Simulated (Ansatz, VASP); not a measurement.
# Two plane-wave programs on Zn2SbO3

The input INCAR:

```
SYSTEM = Zn2SbO3
PREC = Accurate
ENCUT = 600
EDIFF = 1E-6
ISMEAR = 0
SIGMA = 0.1
LREAL = .FALSE.
LASPH = .TRUE.
NELM = 120
ALGO = Normal
ISIF = 2
LWAVE = .FALSE.
LCHARG = .FALSE.
GGA = PE
NBANDS = 38
GGA_COMPAT = .FALSE.
```

The input KPOINTS:

```
Automatic mesh
0
G
  6 6 4
  0 0 0
```

POSCAR

```
Zn2SbO3
1.0
    3.3229925400      0.0000000000      0.0000000000
    0.0000000000      3.3229925400      0.0000000000
    0.0000000000      0.0000000000      7.2827730400
Zn Sb O
2 1 3
Direct
    0.0000000000      0.5000000000      0.7340000300
    0.5000000000      0.0000000000      0.2659999700
    0.0000000000      0.0000000000      0.0000000000
    0.5000000000      0.5000000000      0.0000000000
    0.0000000000      0.5000000000      0.3820000000
    0.5000000000      0.0000000000      0.6180000000
```

Input for Ansatz:

```yaml
crystal:
  lattice:
    - [3.32299254, 0.0, 0.0]
    - [0.0, 3.32299254, 0.0]
    - [0.0, 0.0, 7.28277304]
  atoms:
    - { symbol: Zn, position: [0.0, 0.5, 0.73400003] }
    - { symbol: Zn, position: [0.5, 0.0, 0.26599997] }
    - { symbol: Sb, position: [0.0, 0.0, 0.0] }
    - { symbol: O, position: [0.5, 0.5, 0.0] }
    - { symbol: O, position: [0.0, 0.5, 0.382] }
    - { symbol: O, position: [0.5, 0.0, 0.618] }
basis:
  ecutwfc: 420
kpoints:
  mp_grid: { grid: [6, 6, 4] }
hamiltonian:
  xc: pbe
scf:
  occupations: { method: gaussian, width: 0.1 }
  lower_state_search: "off"
output:
  forces: true
  stress: true
  eigenvalues: true
```

Change from the starting cell: species swapped into the Hf2CuSb3 type (P-4m2, No. 115).

Alike in both runs: task single point; functional PBE; k mesh 6 × 6 × 4; occupations gaussian, width 0.1 eV; no spin polarisation.

|  | VASP | Ansatz |
| --- | --- | --- |
| version | VASP 6.6.1 | Ansatz 0.2.0 |
| potentials or method | VASP PAW PBE potentials, release 64 (Zn, Sb_d_GW, O), cutoff 600 eV | scalar-relativistic, plane waves, PAW |
| valence electrons in the cell | 57 | 57 |

|  | VASP | Ansatz | Ansatz less VASP |
| --- | --- | --- | --- |
| gap on the k mesh at the Fermi level (eV) | none | none | - |
| pressure (GPa) | 0.0 | -0.2 | -0.13 |
| traceless stress, the component that is largest in VASP (GPa) | 4.25 | 4.26 | +0.014 |
| rms of the force components (eV/Å) | 1.839 | 1.834 | -0.0058 |

Atom by atom the forces differ by 0.007 eV/Å (rms over components). A gap of «none» marks a metal or a gap that the smearing closes. With one functional, cell and mesh, what is left measures potentials, basis and numerics.

Spin-orbit coupling is off throughout.
